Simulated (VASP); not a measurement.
# Be in VASP: a series of runs

The runs below take Be through relaxation of cell and atoms, relaxation of shape and atoms at fixed volume, with PBE.

Program: VASP 6.6.1. These are calculated values, not measurements. Logs are shortened: lines on timing, memory, paths and dates and some standing lists are left out, and cuts for length are marked.

**1. The cell of the first run**

The typed cell holds 4 atoms: a = 2.208 Å, b = 3.851 Å, c = 3.897 Å, α = 109.13°, β = 90.11°, γ = 91.41°.

**2. Relaxation of cell and atoms, PBE**

The input, INCAR:

```
PREC = Accurate ; ENCUT = 600
EDIFF = 1E-7 ; ISMEAR = 0
SIGMA = 0.2 ; LREAL = F
LASPH = T ; NELM = 60
ALGO = Fast ; ISIF = 3
LWAVE = F ; LCHARG = F
GGA = PE ; IBRION = 2
NSW = 80 ; EDIFFG = -0.025
```

The input, KPOINTS:

```
Automatic mesh
0
Gamma
  10 6 6
```

The input, POSCAR:

```
Be
1.0
   -1.1276461324      1.1058568019     -1.5435948595
    3.3580157156      1.0853328648     -1.5404824716
   -1.1071221953     -3.3761526768     -1.5995674672
Be
4
Direct
    0.0192260758      0.2427631432      0.7390695604
    0.4881209199      0.7482024924      0.7460878014
    1.0131149481      0.7568291577      0.2445600356
    0.4795380563      0.2522052067      0.2702826026
```

Potentials or basis: VASP PAW PBE potentials, release 64 (Be).

Command:

```
> cat potpaw_PBE.64/Be/POTCAR > POTCAR
> mpirun -np 1 vasp_std > vasp.out
```

OUTCAR:

```text
PREC = Accurate
   ENCUT = 600
   EDIFF = 1E-7
   ISMEAR = 0
   LREAL = F
   LASPH = T
   NELM = 60
   ISIF = 3
   GGA = PE
   IBRION = 2
   NSW = 80
   EDIFFG = -0.025

 ion  position               nearest neighbor table
   1  0.019  0.243  0.739-   4 2.10   2 2.17   4 2.19   2 2.20   3 2.20   2 2.22   2 2.29   3 2.29
                             4 2.29   4 2.38
   2  0.488  0.748  0.746-   1 2.17   4 2.18   1 2.20   3 2.20   1 2.22   3 2.23   3 2.25   3 2.28
                             1 2.29   4 2.31
   3  0.013  0.757  0.245-   4 2.12   2 2.20   1 2.20   2 2.23   4 2.24   2 2.25   4 2.25   4 2.28
                             2 2.28   1 2.29
   4  0.480  0.252  0.270-   1 2.10   3 2.12   2 2.18   1 2.19   3 2.24   3 2.25   3 2.28   1 2.29
                             2 2.31   1 2.38

  LATTYP: Found a triclinic cell.
 ALAT       =     4.3917415244
 B/A-ratio  =     0.5028611364
 C/A-ratio  =     0.8872343385
 COS(alpha) =     0.0018611139
 COS(beta)  =     0.2883220256
 COS(gamma) =     0.4813586676

  Lattice vectors:

 A1 = (   2.2303695832,   2.1911896667,  -3.0840773311)
 A2 = (  -1.1276461324,   1.1058568019,  -1.5435948595)
 A3 = (   1.1071221953,   3.3761526768,   1.5995674672)

Analysis of symmetry for initial positions (statically):
=====================================================================
 Subroutine PRICEL returns:
 Original cell was already a primitive cell.

 Routine SETGRP: Setting up the symmetry group for a
 triclinic supercell.

 Subroutine GETGRP returns: Found  1 space group operations
 (whereof  1 operations were pure point group operations)
 out of a pool of  2 trial point group operations.

The static configuration has the point symmetry C_1 .

Analysis of symmetry for dynamics (positions and initial velocities):
=====================================================================
 Subroutine PRICEL returns:
 Original cell was already a primitive cell.

 Routine SETGRP: Setting up the symmetry group for a
 triclinic supercell.

 Subroutine GETGRP returns: Found  1 space group operations
 (whereof  1 operations were pure point group operations)
 out of a pool of  2 trial point group operations.

The dynamic configuration has the point symmetry C_1 .

 Subroutine INISYM returns: Found  1 space group operations
 (whereof  1 operations are pure point group operations),
 and found     1 'primitive' translations

----------------------------------------------------------------------------------------

                                     Primitive cell

  volume of cell :      31.2937

  direct lattice vectors                    reciprocal lattice vectors
    -1.127646132  1.105856802 -1.543594859    -0.221673102  0.226143905 -0.323885769
     3.358015716  1.085332865 -1.540482472     0.223057961  0.003029300 -0.160780838
    -1.107122195 -3.376152677 -1.599567467    -0.000902380 -0.221148004 -0.157774858

  length of vectors
     2.208436134  3.850623744  3.896503886     0.452970221  0.274980924  0.271661848

  position of ions in fractional coordinates (direct lattice)
     0.019226076  0.242763143  0.739069560
     0.488120920  0.748202492  0.746087801
     0.013114948  0.756829158  0.244560036
     0.479538056  0.252205207  0.270282603

  ion indices of the primitive-cell ions
   primitive index   ion index
                 1           1
                 2           2
                 3           3
                 4           4

----------------------------------------------------------------------------------------

 KPOINTS: Automatic mesh

Automatic generation of k-mesh.
 Grid dimensions read from file:
 generate k-points for:   10    6    6

 Generating k-lattice:

  Cartesian coordinates                     Fractional coordinates (reciprocal lattice)
    -0.022167310  0.022614391 -0.032388577     0.100000000  0.000000000 -0.000000000
     0.037176327  0.000504883 -0.026796806     0.000000000  0.166666667 -0.000000000
    -0.000150397 -0.036858001 -0.026295810     0.000000000 -0.000000000  0.166666667

  Length of vectors
     0.045297022  0.045830154  0.045276975

  Shift w.r.t. Gamma in fractional coordinates (k-lattice)
     0.000000000  0.000000000  0.000000000

 Subroutine IBZKPT returns following result:
 ===========================================

 Found    184 irreducible k-points:

 Following reciprocal coordinates:
            Coordinates               Weight
  0.000000  0.000000  0.000000      1.000000
  0.100000 -0.000000  0.000000      2.000000
  0.200000 -0.000000  0.000000      2.000000
  0.300000 -0.000000  0.000000      2.000000
  0.400000 -0.000000  0.000000      2.000000
  0.500000  0.000000 -0.000000      1.000000
[... 16 lines left out ...]
 -0.400000  0.333333  0.000000      2.000000
 -0.300000  0.333333  0.000000      2.000000
 [... further k-points ...]
   k-points           NKPTS =    184   k-points in BZ     NKDIM =    184   number of bands    NBANDS=      8
   number of dos      NEDOS =    301   number of ions     NIONS =      4
   total plane-waves  NPLWV =  18432
   dimension x,y,z NGX =    18 NGY =   32 NGZ =   32
   dimension x,y,z NGXF=    36 NGYF=   64 NGZF=   64
   ions per type =               4
   NGX,Y,Z   is equivalent  to a cutoff of  13.55, 13.82, 13.65 a.u.
   NGXF,Y,Z  is equivalent  to a cutoff of  27.10, 27.63, 27.31 a.u.
 SYSTEM =  unknown system
   PREC   = accura    normal or accurate (medium, high low for compatibility)
   ISTART =      0    job   : 0-new  1-cont  2-samecut
   ICHARG =      2    charge: 1-file 2-atom 10-const
   ISPIN  =      1    spin polarized calculation?
   LNONCOLLINEAR =      F non collinear calculations
   LSORBIT =      F    spin-orbit coupling
   LASPH  =      T    aspherical Exc in radial PAW
   ENCUT  =  600.0 eV  44.10 Ry    6.64 a.u.   4.41  7.69  7.78*2*pi/ulx,y,z
   NELM   =     60;   NELMIN=  2; NELMDL= -5     # of ELM steps
   EDIFF  = 0.1E-06   stopping-criterion for ELM
   LREAL  =      F    real-space projection
   EDIFFG = -.3E-01   stopping-criterion for IOM
   NSW    =     80    number of steps for IOM
   IBRION =      2    ionic relax: 0-MD 1-quasi-New 2-CG
   NFREE  =      1    steps in history (QN), initial steepest desc. (CG)
   ISIF   =      3    stress and relaxation
   ISYM   =      2    0-nonsym 1-usesym 2-fastsym
   POTIM  = 0.5000    time-step for ionic-motion
   TEBEG  =    0.0;   TEEND  =   0.0 temperature during run
   PSTRESS=    0.0 pullay stress
   NELECT =       8.0000    total number of electrons
   NUPDOWN=      -1.0000    fix difference up-down
   EMIN   =  10.00;   EMAX   =-10.00  energy-range for DOS
   EFERMI =   0.00;   METHOD = LEGACY
   ISMEAR =     0;   SIGMA  =   0.20  broadening in eV -4-tet -1-fermi 0-gaus
   EFERMI_NEDOS =   21; number of points for ismear=-14 and -15
   IALGO  =     68    algorithm
   IMIX   =      4    mixing-type and parameters
     AMIX     =   0.40;   BMIX     =  1.00
     AMIX_MAG =   1.60;   BMIX_MAG =  1.00
  volume/ion in A,a.u.               =       7.82        52.80
  Fermi-wavevector in a.u.,A,eV,Ry     =   1.039009  1.963442 14.688027  1.079540
  Thomas-Fermi vector in A             =   2.173519
   LORBIT       =      0    0 simple, 1 ext, 2 COOP (PROOUT), +10 PAW based schemes
   GGA     = PE    functional components
   LHFCALC =     F    Hartree Fock is set to
   AEXX    =    0.0000 exact exchange contribution
   IVDW    =     0    specifies the selected vdW correction
   LEPSILON=     F    determine dielectric tensor
   LRPA    =     F    only Hartree local field effects (RPA)
 conjugate gradient relaxation of ions
 non-spin polarized calculation
 RMM-DIIS sequential band-by-band and
 Gauss-broadening in eV      SIGMA  =   0.20
  energy-cutoff  :      600.00
  volume of cell :       31.29
 maximum number of plane-waves:      1064
 NGX is ok and might be reduce to    18
   NGX =  9   NGY = 15   NGZ = 15

--------------------------------------- Ionic step        1  -------------------------------------------

 number of electron       8.0000000 magnetization

 Free energy of the ion-electron system (eV)
  ---------------------------------------------------
  ext. energy  EPLUGINS =         0.00000000
  ---------------------------------------------------
  free energy    TOTEN  =       -14.64850889 eV

  energy without entropy =      -14.64141146  energy(sigma->0) =      -14.64496017

------------------------ aborting loop because EDIFF is reached ----------------------------------------

  FORCE on cell =-STRESS in cart. coord.  units (eV):
  Direction    XX          YY          ZZ          XY          YZ          ZX
  --------------------------------------------------------------------------------------
  -------------------------------------------------------------------------------------
  Total       -0.0912401      0.5851315      0.6889109      0.1340552     -0.8409285     -0.1213493
  in kB       -4.6713188     29.9576288     35.2709362      6.8633733    -43.0539492     -6.2128574
  external PRESSURE =      20.1857487 kB  Pullay stress =       0.0000000 kB
[... 213 lines left out ...]
  energy  without entropy=      -14.7411375761  energy(sigma->0) =      -14.74403910

--------------------------------------- Ionic step        7  -------------------------------------------

 number of electron       8.0000000 magnetization

 Free energy of the ion-electron system (eV)
  ---------------------------------------------------
  ext. energy  EPLUGINS =         0.00000000
  ---------------------------------------------------
  free energy    TOTEN  =       -14.74709087 eV

  energy without entropy =      -14.74127184  energy(sigma->0) =      -14.74418136

 E-fermi :   7.5066     XC(G=0): -10.6205

 val. band max:        7.3942017054   @ k =  -0.3000   0.1667   0.3333
 cond. band min:       7.5339219904   @ k =   0.5000   0.5000   0.5000
 fundamental gap:      0.1397202850
 Fermi energy:         7.5065755998

 k-point     1 :       0.0000    0.0000    0.0000
  band No.  band energies     occupation
      1      -4.3216      2.00000
      2       2.2642      2.00000
      3       2.2687      2.00000
      4       4.9409      2.00000
      5       7.5625      0.69228
      6       7.5712      0.64774
      7      11.4591      0.00000
      8      16.9770      0.00000
[... 243 lines left out ...]
 k-point    24 :      -0.3000    0.3333    0.0000
  band No.  band energies     occupation
      1      -1.4089      2.00000
      2       1.3865      2.00000
      3       5.0355      2.00000
      4       5.5873      2.00000
      5       8.3862      0.00000
      6       8.5071      0.00000
      7      13.0837      0.00000
      8      14.6288      0.00000

 [... further k-points ...]
[... 5 lines left out ...]
  --------------------------------------------------------------------------------------
  -------------------------------------------------------------------------------------
  Total       -0.0292353      0.0045331      0.0109809     -0.0090923     -0.0473868      0.0003273
  in kB       -1.4857597      0.2303778      0.5580577     -0.4620755     -2.4082303      0.0166313
  external PRESSURE =      -0.2324414 kB  Pullay stress =       0.0000000 kB
[... 19 lines left out ...]
  FREE ENERGIE OF THE ION-ELECTRON SYSTEM (eV)
  ---------------------------------------------------
  free  energy   TOTEN  =       -14.7470908718 eV

  energy  without entropy=      -14.7412718439  energy(sigma->0) =      -14.74418136

 reached required accuracy - stopping structural energy minimisation
```

Wall time 72 s (1 thread of Intel Xeon 6975P-C (Granite Rapids), shared host); peak memory 0.17 GiB.

What came out:

```
Free energy                           : -14.7471 eV
Relaxed volume                        : 7.88 Å³/atom
Relaxed cell                          : a = 2.238 Å, b = 3.862 Å, c = 3.864 Å, α = 109.29°, β = 89.96°, γ = 90.06°
Space group after relaxing (to 0.1 Å) : Fm-3m (No. 225)
Energy gained by relaxing             : 24.6 meV/atom
Ionic steps                           : 7
Pressure after relaxing               : 0.0 GPa
Largest force after relaxing          : 0.017 eV/Å
Band gap on the k mesh                : zero (bands 4 and 5 overlap by 0.96 eV)
```

Forces in eV/Å, atoms in the order of the input:
```
Be   0.005  0.005  0.001
Be   0.003 -0.013 -0.005
Be  -0.017  0.001  0.001
Be   0.009  0.007  0.004
```

Stress tensor (GPa, compression positive):
```
-0.15 -0.05  0.00
-0.05  0.02 -0.24
 0.00 -0.24  0.06
```

The path:
| step | energy change (eV) | largest force (eV/Å) | pressure (GPa) | volume (Å³) |
| --- | --- | --- | --- | --- |
| 1 | 0.0000 | 0.9764 | 2.02 | 31.29 |
| 2 | -0.0785 | 0.4081 | -0.60 | 31.74 |
| 3 | -0.0887 | 0.1724 | -1.58 | 31.97 |
| 4 | -0.0968 | 0.0706 | -0.34 | 31.61 |
| 5 | -0.0976 | 0.0764 | 0.22 | 31.46 |
| 6 | -0.0984 | 0.0347 | 0.07 | 31.50 |
| 7 | -0.0986 | 0.0171 | -0.02 | 31.53 |

Final structure:
```yaml
crystal:
  lattice:
    - [-1.12014, 1.11826, -1.58242]
    - [3.34606, 1.10882, -1.57883]
    - [-1.11075, -3.34570, -1.58151]
  atoms:
    - { symbol: Be, position: [0.00017, 0.24987, 0.75027] }
    - { symbol: Be, position: [0.50019, 0.74979, 0.74953] }
    - { symbol: Be, position: [0.99952, 0.75038, 0.24988] }
    - { symbol: Be, position: [0.50011, 0.24995, 0.25032] }
```

**3. Relaxation of shape and atoms at fixed volume, PBE (6.92 Å³/atom)**

The input, INCAR:

```
SYSTEM = Be
PREC     = Accurate       ! precision mode
ENCUT    = 600            ! plane-wave cutoff, eV
EDIFF    = 1E-6           ! SCF threshold, eV
ISMEAR   = 0              ! smearing method
SIGMA    = 0.1            ! smearing width, eV
LREAL    = .False.        ! projectors in reciprocal space
LASPH    = .True.         ! aspherical terms in the spheres
NELM     = 60             ! most SCF steps
ALGO     = Fast           ! electronic algorithm
ISIF     = 4              ! what is computed and relaxed
LWAVE    = .False.        ! write WAVECAR
LCHARG   = .False.        ! write CHGCAR
GGA      = PE             ! functional
IBRION   = 2              ! ionic algorithm
NSW      = 50             ! ionic steps
EDIFFG   = -0.01          ! ionic threshold
```

The input, KPOINTS:

```
Automatic mesh
0
Gamma
  34 34 34
  0 0 0
```

The input, POSCAR:

```
Be
1.0
   -1.0699768654      1.0699768654      1.5122006325
    1.0699768654     -1.0699768654      1.5122006325
    1.0699768654      1.0699768654     -1.5122006325
Be
1
Direct
    0.5000000000      0.5000000000      0.0000000000
```

Potentials or basis: VASP PAW PBE potentials, release 64 (Be).

Command:

```
> cat potpaw_PBE.64/Be/POTCAR > POTCAR
> mpirun -np 1 vasp_std > vasp.out
```

OUTCAR:

```text
SYSTEM = Be
   PREC = Accurate
   ENCUT = 600
   EDIFF = 1E-6
   ISMEAR = 0
   LREAL = .False.
   LASPH = .True.
   NELM = 60
   ISIF = 4
   GGA = PE
   IBRION = 2
   NSW = 50
   EDIFFG = -0.01

 ion  position               nearest neighbor table
   1  0.500  0.500  0.000-

  LATTYP: Found a body centered tetragonal cell.
 ALAT       =     2.1399537308
 C/A-ratio  =     1.4133021763

  Lattice vectors:

 A1 = (  -1.0699768654,   1.0699768654,   1.5122006325)
 A2 = (   1.0699768654,  -1.0699768654,   1.5122006325)
[... 369 lines left out ...]
  band No.  band energies     occupation
      1      -2.7003      2.00000
      2      22.5685      0.00000
      3      27.9164      0.00000
      4      29.2894      0.00000
      5      38.7460      0.00000

 [... further k-points ...]
[... 5 lines left out ...]
  --------------------------------------------------------------------------------------
  -------------------------------------------------------------------------------------
  Total        0.8408988      0.8408988      0.8441868      0.0000000      0.0000000      0.0000000
  in kB      194.5521875    194.5521875    195.3129032      0.0000000      0.0000000      0.0000000
  external PRESSURE =     194.8057594 kB  Pullay stress =       0.0000000 kB

 VOLUME and BASIS-vectors are now :
 -----------------------------------------------------------------------------
  energy-cutoff  :      600.00
  volume of cell :        6.92
      direct lattice vectors                 reciprocal lattice vectors
    -1.069976865  1.069976865  1.512200632     0.000000000  0.467299823  0.330643956
     1.069976865 -1.069976865  1.512200632     0.467299823  0.000000000  0.330643956
     1.069976865  1.069976865 -1.512200632     0.467299823  0.467299823  0.000000000

 POSITION                                       TOTAL-FORCE (eV/Angst)
 -----------------------------------------------------------------------------------
      0.00000      0.00000      1.51220         0.000000     -0.000000      0.000000
 -----------------------------------------------------------------------------------
    total drift:                               -0.000000     -0.000000      0.000000

  FREE ENERGIE OF THE ION-ELECTRON SYSTEM (eV)
  ---------------------------------------------------
  free  energy   TOTEN  =        -3.6336032702 eV

  energy  without entropy=       -3.6332859114  energy(sigma->0) =       -3.63344459

 reached required accuracy - stopping structural energy minimisation
```

CONTCAR:

```text
Be
   1.00000000000000
    -1.0699768653999999    1.0699768653999999    1.5122006324999999
     1.0699768653999999   -1.0699768653999999    1.5122006324999999
     1.0699768653999999    1.0699768653999999   -1.5122006324999999
  Be
     1
Direct
     0.5000000000000000    0.5000000000000000    0.0000000000000000

  0.00000000E+00  0.00000000E+00  0.00000000E+00
```

Wall time 31 s (1 thread of Intel Xeon 6975P-C (Granite Rapids), shared host); peak memory 0.25 GiB.

Results:

```
Free energy             : -3.6336 eV
Pressure after relaxing : 19.5 GPa
Band gap on the k mesh  : zero (bands 1 and 2 overlap by 0.92 eV)
```

Final structure:
```yaml
crystal:
  lattice:
    - [-1.06998, 1.06998, 1.51220]
    - [1.06998, -1.06998, 1.51220]
    - [1.06998, 1.06998, -1.51220]
  atoms:
    - { symbol: Be, position: [0.50000, 0.50000, 0.00000] }
```

**4. Relaxation of shape and atoms at fixed volume, PBE (7.16 Å³/atom)**

The input, INCAR:

```
SYSTEM = Be
ALGO = Fast
EDIFF = 1E-6
EDIFFG = -0.01
ENCUT = 600
GGA = PE
IBRION = 2
ISIF = 4
ISMEAR = 0
LASPH = .True.
LCHARG = .False.
LREAL = .False.
LWAVE = .False.
NELM = 60
NSW = 50
PREC = Accurate
SIGMA = 0.1
```

The input, KPOINTS:

```
k-points
0
Gamma
  34 34 34
  0 0 0
```

The input, POSCAR:

```
Be
1.0
   -1.0820000837      1.0820000837      1.5291930731
    1.0820000837     -1.0820000837      1.5291930731
    1.0820000837      1.0820000837     -1.5291930731
Be
1
Direct
    0.5000000000      0.5000000000      0.0000000000
```

Command:

```
> cat potpaw_PBE.64/Be/POTCAR > POTCAR
> mpirun -np 1 vasp_std > vasp.out
```

Wall time 31 s (1 thread of Intel Xeon 6975P-C (Granite Rapids), shared host); peak memory 0.24 GiB.

The run converged. Its results:

| Property | Result |
| --- | --- |
| Free energy | -3.6579 eV |
| Pressure after relaxing | 13.6 GPa |
| Band gap on the k mesh | zero (bands 1 and 2 overlap by 0.90 eV) |

Final structure:
```
Be
1.0
    -1.08200    1.08200    1.52919
     1.08200   -1.08200    1.52919
     1.08200    1.08200   -1.52919
Be
1
Direct
  0.50000 0.50000 0.00000
```

Levels at points of the mesh, in eV from the Fermi level:
```tsv
k point	band 1	band 2	band 3	band 4	band 5
(0.00, 0.00, 0.00)	-12.48	20.92	20.93	20.93	30.86
(0.50, 0.00, 0.00)	-5.75	0.25	17.74	17.76	27.77
(0.50, 0.50, 0.00)	-2.93	4.16	10.19	10.20	15.98
(0.50, 0.50, 0.50)	-2.92	4.18	10.18	10.18	15.96
```

**5. Summary**

| task | cell | k mesh | smearing | gap on the mesh (eV) | pressure (GPa) |
| --- | --- | --- | --- | --- | --- |
| relaxation of cell and atoms | relaxed from a = 2.208, b = 3.851, c = 3.897 Å, angles 109.1, 90.1, 91.4°, 4 atoms, atomic positions A | 10 × 6 × 6 | gaussian 0.2 eV | none | 0.0 |
| relaxation of shape and atoms at fixed volume | relaxed from a = 2.139 Å, angles 120.0, 120.0, 90.0°, 1 atom, atomic positions B | 34 × 34 × 34 | gaussian 0.1 eV | none | 19.5 |
| relaxation of shape and atoms at fixed volume | relaxed from a = 2.163 Å, angles 120.0, 120.0, 90.0°, 1 atom, atomic positions B | 34 × 34 × 34 | gaussian 0.1 eV | none | 13.6 |

Alike in all rows: level PBE; potentials or basis VASP PAW PBE potentials, release 64 (Be); no spin polarisation; cutoff (eV) 600.

Absolute energies hang on the potentials; compare differences alone.

The gap in the log of VASP goes by the Fermi energy; the results here count the filled bands.